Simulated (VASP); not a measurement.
# BePd in VASP: further runs, part 2 of 3

VASP 6.6.1. Earlier steps stand in the parts before.

## 4. Electric field gradients, LDA (volume scaled by 0.98)

Input file INCAR:

```
ALGO     = Normal         # electronic algorithm
EDIFF    = 1E-8           # SCF threshold, eV
ENCUT    = 520            # plane-wave cutoff, eV
ISIF     = 2              # what is computed and relaxed
ISMEAR   = -1             # smearing method
LASPH    = T              # aspherical terms in the spheres
LCHARG   = F              # write CHGCAR
LEFG     = T            
LREAL    = F              # projectors in reciprocal space
LWAVE    = F              # write WAVECAR
NBANDS   = 13             # bands
NELM     = 80             # most SCF steps
PREC     = Accurate       # precision mode
SIGMA    = 0.08           # smearing width, eV
```

Input file KPOINTS:

```
k-points
0
Gamma
  12 12 12
```

Input file POSCAR:

```
BePd
1.0
    2.7941202365      0.0000000000      0.0000000000
    0.0000000000      2.7941202365      0.0000000000
    0.0000000000      0.0000000000      2.7941202365
Be Pd
1 1
Direct
    0.0000000000      0.0000000000      0.0000000000
    0.5000000000      0.5000000000      0.5000000000
```

Potentials or basis: VASP PAW LDA potentials, release 64 (Be, Pd).

The run is started by

```
$ cat potpaw_LDA.64/Be/POTCAR potpaw_LDA.64/Pd/POTCAR > POTCAR
$ mpirun -np 1 vasp_std > vasp.out
```

OUTCAR:

```text
EDIFF = 1E-8
   ENCUT = 520
   ISIF = 2
   ISMEAR = -1
   LASPH = T
   LREAL = F
   NELM = 80
   PREC = Accurate

 ion  position               nearest neighbor table
   1  0.000  0.000  0.000-   2 2.42   2 2.42   2 2.42   2 2.42   2 2.42   2 2.42   2 2.42   2 2.42

   2  0.500  0.500  0.500-   1 2.42   1 2.42   1 2.42   1 2.42   1 2.42   1 2.42   1 2.42   1 2.42

  LATTYP: Found a simple cubic cell.
 ALAT       =     2.7941202365

  Lattice vectors:

 A1 = (   2.7941202365,   0.0000000000,   0.0000000000)
 A2 = (   0.0000000000,   2.7941202365,   0.0000000000)
 A3 = (   0.0000000000,   0.0000000000,   2.7941202365)

Analysis of symmetry for initial positions (statically):
=====================================================================
 Subroutine PRICEL returns:
 Original cell was already a primitive cell.

 Routine SETGRP: Setting up the symmetry group for a
 simple cubic supercell.

 Subroutine GETGRP returns: Found 48 space group operations
 (whereof 48 operations were pure point group operations)
 out of a pool of 48 trial point group operations.

The static configuration has the point symmetry O_h .

Analysis of symmetry for dynamics (positions and initial velocities):
=====================================================================
 Subroutine PRICEL returns:
 Original cell was already a primitive cell.

 Routine SETGRP: Setting up the symmetry group for a
 simple cubic supercell.

 Subroutine GETGRP returns: Found 48 space group operations
 (whereof 48 operations were pure point group operations)
 out of a pool of 48 trial point group operations.

The dynamic configuration has the point symmetry O_h .

 Subroutine INISYM returns: Found 48 space group operations
 (whereof 48 operations are pure point group operations),
 and found     1 'primitive' translations

----------------------------------------------------------------------------------------

                                     Primitive cell

  volume of cell :      21.8140

  direct lattice vectors                    reciprocal lattice vectors
     2.794120236  0.000000000  0.000000000     0.357894405  0.000000000  0.000000000
     0.000000000  2.794120236  0.000000000     0.000000000  0.357894405  0.000000000
     0.000000000  0.000000000  2.794120236     0.000000000  0.000000000  0.357894405

  length of vectors
     2.794120236  2.794120236  2.794120236     0.357894405  0.357894405  0.357894405

  position of ions in fractional coordinates (direct lattice)
     0.000000000  0.000000000  0.000000000
     0.500000000  0.500000000  0.500000000

  ion indices of the primitive-cell ions
   primitive index   ion index
                 1           1
                 2           2

----------------------------------------------------------------------------------------

 KPOINTS: k-points

Automatic generation of k-mesh.
 Grid dimensions read from file:
 generate k-points for:   12   12   12

 Generating k-lattice:

  Cartesian coordinates                     Fractional coordinates (reciprocal lattice)
[... 79 lines left out ...]
     AMIX     =   0.40;   BMIX     =  1.00
     AMIX_MAG =   1.60;   BMIX_MAG =  1.00
  volume/ion in A,a.u.               =      10.91        73.60
  Fermi-wavevector in a.u.,A,eV,Ry     =   1.341395  2.534870 24.481530  1.799342
  Thomas-Fermi vector in A             =   2.469632
   LORBIT       =      0    0 simple, 1 ext, 2 COOP (PROOUT), +10 PAW based schemes
   GGA     = CA    functional components
   LHFCALC =     F    Hartree Fock is set to
   AEXX    =    0.0000 exact exchange contribution
   IVDW    =     0    specifies the selected vdW correction
   LEPSILON=     F    determine dielectric tensor
   LRPA    =     F    only Hartree local field effects (RPA)
 non-spin polarized calculation
  energy-cutoff  :      520.00
  volume of cell :       21.81
 maximum number of plane-waves:       624
 NGX is ok and might be reduce to    24
   NGX = 11   NGY = 11   NGZ = 11

 number of electron      12.0000005 magnetization

 Free energy of the ion-electron system (eV)
  ---------------------------------------------------
  ext. energy  EPLUGINS =         0.00000000
  ---------------------------------------------------
  free energy    TOTEN  =       -11.95423431 eV

  energy without entropy =      -11.93666318  energy(sigma->0) =      -11.94544875

 E-fermi :  10.0053     XC(G=0): -12.6871

 val. band max:       10.0006737793   @ k =   0.5000   0.5000   0.1667
 cond. band min:      10.0494014405   @ k =   0.4167   0.3333   0.3333
 fundamental gap:      0.0487276612
 Fermi energy:        10.0053365689

 k-point     1 :       0.0000    0.0000    0.0000
  band No.  band energies     occupation
      1       0.2135      2.00000
      2       4.2409      2.00000
      3       4.2409      2.00000
      4       7.6320      2.00000
      5       7.6320      2.00000
      6       7.6320      2.00000
      7      15.3215      0.00000
      8      15.3215      0.00000
      9      15.3215      0.00000
     10      24.5550      0.00000
     11      24.5550      0.00000
     12      27.1072      0.00000
     13      33.6182      0.00000
[... 354 lines left out ...]
  band No.  band energies     occupation
      1       3.3640      2.00000
      2       4.4711      2.00000
      3       6.3436      2.00000
      4       6.4948      2.00000
      5       6.8270      2.00000
      6       7.2361      2.00000
      7      10.1850      0.19136
      8      16.1298      0.00000
      9      18.0091      0.00000
     10      19.0998      0.00000
     11      25.6079      0.00000
     12      27.0708      0.00000
     13      29.2333      0.00000

 [... further k-points ...]

------------------------ aborting loop because EDIFF is reached ----------------------------------------

  FORCE on cell =-STRESS in cart. coord.  units (eV):
  Direction    XX          YY          ZZ          XY          YZ          ZX
  --------------------------------------------------------------------------------------
  -------------------------------------------------------------------------------------
  Total       -0.5145193     -0.5145193     -0.5145193      0.0000000     -0.0000000      0.0000000
  in kB      -37.7900048    -37.7900048    -37.7900048      0.0000000     -0.0000000      0.0000000
  external PRESSURE =     -37.7900048 kB  Pullay stress =       0.0000000 kB

 VOLUME and BASIS-vectors are now :
 -----------------------------------------------------------------------------
  energy-cutoff  :      520.00
  volume of cell :       21.81
      direct lattice vectors                 reciprocal lattice vectors
     2.794120236  0.000000000  0.000000000     0.357894405  0.000000000  0.000000000
     0.000000000  2.794120236  0.000000000     0.000000000  0.357894405  0.000000000
     0.000000000  0.000000000  2.794120236     0.000000000  0.000000000  0.357894405

 POSITION                                       TOTAL-FORCE (eV/Angst)
 -----------------------------------------------------------------------------------
      0.00000      0.00000      0.00000         0.000000      0.000000      0.000000
      1.39706      1.39706      1.39706         0.000000      0.000000      0.000000
 -----------------------------------------------------------------------------------
    total drift:                                0.000000     -0.000000     -0.000000

  FREE ENERGIE OF THE ION-ELECTRON SYSTEM (eV)
  ---------------------------------------------------
  free  energy   TOTEN  =       -11.9542343138 eV

  energy  without entropy=      -11.9366631787  energy(sigma->0) =      -11.94544875

 Electric field gradients (V/A^2)
---------------------------------------------------------------------
 ion       V_xx      V_yy      V_zz      V_xy      V_xz      V_yz
---------------------------------------------------------------------
   1      -0.000    -0.000     0.000    -0.000    -0.000     0.000
   2       0.000     0.000    -0.000    -0.000     0.000     0.000
---------------------------------------------------------------------

 Electric field gradients after diagonalization (V/A^2)
 (convention: |V_zz| > |V_xx| > |V_yy|)
----------------------------------------------------------------------
 ion       V_xx      V_yy      V_zz     asymmetry (V_yy - V_xx)/ V_zz
----------------------------------------------------------------------
   1      -0.000    -0.000     0.000       0.083
   2      -0.000     0.000     0.000       1.875
----------------------------------------------------------------------

           NMR quadrupolar parameters

 Cq : quadrupolar parameter    Cq=e*Q*V_zz/h
 eta: asymmetry parameters     (V_yy - V_xx)/ V_zz
 Q  : nuclear electric quadrupole moment in mb (millibarn)
----------------------------------------------------------------------
 ion       Cq(MHz)       eta       Q (mb)
----------------------------------------------------------------------
   1       0.000       0.083       1.000
   2       0.000       1.875       1.000
----------------------------------------------------------------------
```

Run time: 12 s. Hardware: 1 thread of Intel Xeon 6975P-C, shared host; peak memory 0.15 GiB.

What came out:

```
Free energy            : -11.9542 eV
Pressure               : -3.8 GPa
Band gap on the k mesh : zero (band 6 reaches 14.88 eV, above the bottom of band 7 at 8.71 eV)
```

Caveat: without QUAD_EFG the Cq values of the log hold for a quadrupole moment of 1 mb, not for the nuclei.

## 5. Electric field gradients, LDA (equal xx and yy strain of -1 %)

Input file INCAR:

```
PREC     = Accurate       # precision mode
ENCUT    = 520            # plane-wave cutoff, eV
EDIFF    = 1E-8           # SCF threshold, eV
ISMEAR   = -1             # smearing method
SIGMA    = 0.08           # smearing width, eV
LREAL    = False          # projectors in reciprocal space
LASPH    = True           # aspherical terms in the spheres
NELM     = 80             # most SCF steps
ALGO     = Normal         # electronic algorithm
ISIF     = 2              # what is computed and relaxed
LWAVE    = False          # write WAVECAR
LCHARG   = False          # write CHGCAR
LEFG     = True         
NBANDS   = 13             # bands
```

Input file KPOINTS:

```
regular mesh
0
Gamma
  12 12 12
```

Input file POSCAR:

```
BePd
1.0
    2.7848700000      0.0000000000      0.0000000000
    0.0000000000      2.7848700000      0.0000000000
    0.0000000000      0.0000000000      2.8130000000
Be Pd
1 1
Direct
    0.0000000000      0.0000000000      0.0000000000
    0.5000000000      0.5000000000      0.5000000000
```

Potentials or basis: VASP PAW LDA potentials, release 64 (Be, Pd).

The run is started by

```
$ cat potpaw_LDA.64/Be/POTCAR potpaw_LDA.64/Pd/POTCAR > POTCAR
$ mpirun -np 1 vasp_std > vasp.out
```

OUTCAR:

```text
PREC = Accurate
   ENCUT = 520
   EDIFF = 1E-8
   ISMEAR = -1
   LREAL = False
   LASPH = True
   NELM = 80
   ISIF = 2

 ion  position               nearest neighbor table
   1  0.000  0.000  0.000-   2 2.42   2 2.42   2 2.42   2 2.42   2 2.42   2 2.42   2 2.42   2 2.42

   2  0.500  0.500  0.500-   1 2.42   1 2.42   1 2.42   1 2.42   1 2.42   1 2.42   1 2.42   1 2.42

  LATTYP: Found a simple tetragonal cell.
 ALAT       =     2.7848700000
 C/A-ratio  =     1.0101010101

  Lattice vectors:

 A1 = (   2.7848700000,   0.0000000000,   0.0000000000)
 A2 = (   0.0000000000,   2.7848700000,   0.0000000000)
 A3 = (   0.0000000000,   0.0000000000,   2.8130000000)

Analysis of symmetry for initial positions (statically):
=====================================================================
 Subroutine PRICEL returns:
 Original cell was already a primitive cell.

 Routine SETGRP: Setting up the symmetry group for a
 simple tetragonal supercell.

[... 574 lines left out ...]
     2.784870000  0.000000000  0.000000000     0.359083189  0.000000000  0.000000000
     0.000000000  2.784870000  0.000000000     0.000000000  0.359083189  0.000000000
     0.000000000  0.000000000  2.813000000     0.000000000  0.000000000  0.355492357

 POSITION                                       TOTAL-FORCE (eV/Angst)
 -----------------------------------------------------------------------------------
      0.00000      0.00000      0.00000         0.000000      0.000000      0.000000
      1.39244      1.39244      1.40650         0.000000      0.000000      0.000000
 -----------------------------------------------------------------------------------
    total drift:                                0.000000     -0.000000     -0.000000

  FREE ENERGIE OF THE ION-ELECTRON SYSTEM (eV)
  ---------------------------------------------------
  free  energy   TOTEN  =       -11.9539796112 eV

  energy  without entropy=      -11.9366798755  energy(sigma->0) =      -11.94532974

 Electric field gradients (V/A^2)
---------------------------------------------------------------------
 ion       V_xx      V_yy      V_zz      V_xy      V_xz      V_yz
---------------------------------------------------------------------
   1       0.068     0.068    -0.136     0.000     0.000    -0.000
   2      -2.566    -2.566     5.132     0.000     0.000    -0.000
---------------------------------------------------------------------

 Electric field gradients after diagonalization (V/A^2)
 (convention: |V_zz| > |V_xx| > |V_yy|)
----------------------------------------------------------------------
 ion       V_xx      V_yy      V_zz     asymmetry (V_yy - V_xx)/ V_zz
----------------------------------------------------------------------
   1       0.068     0.068    -0.136       0.000
   2      -2.566    -2.566     5.132       0.000
----------------------------------------------------------------------

           NMR quadrupolar parameters

 Cq : quadrupolar parameter    Cq=e*Q*V_zz/h
 eta: asymmetry parameters     (V_yy - V_xx)/ V_zz
 Q  : nuclear electric quadrupole moment in mb (millibarn)
----------------------------------------------------------------------
 ion       Cq(MHz)       eta       Q (mb)
----------------------------------------------------------------------
   1      -0.000       0.000       1.000
   2       0.012       0.000       1.000
----------------------------------------------------------------------
```

It took 60 s on 1 thread of AMD EPYC 7R43 (Zen 3), shared host; peak memory 0.14 GiB.

What came out:

| Property | Result |
| --- | --- |
| Free energy | -11.9540 eV |
| Pressure | -3.8 GPa |
| Band gap on the k mesh | zero (band 6 reaches 14.88 eV, above the bottom of band 7 at 8.69 eV) |

Stress tensor (GPa, compression positive):
```
-3.64  0.00  0.00
 0.00 -3.64  0.00
 0.00  0.00 -4.10
```

Electric field gradients, principal values (V/Å²):
| atom | least | middle | greatest (by size) |
| --- | --- | --- | --- |
| 1 Be | 0.068 | 0.068 | -0.136 |
| 2 Pd | -2.566 | -2.566 | 5.132 |

Caveat: the cell differs from its parent crystal (equal xx and yy strain of -1 %); without QUAD_EFG the Cq values of the log hold for a quadrupole moment of 1 mb, not for the nuclei.

(Continued in part 3 of 3.)
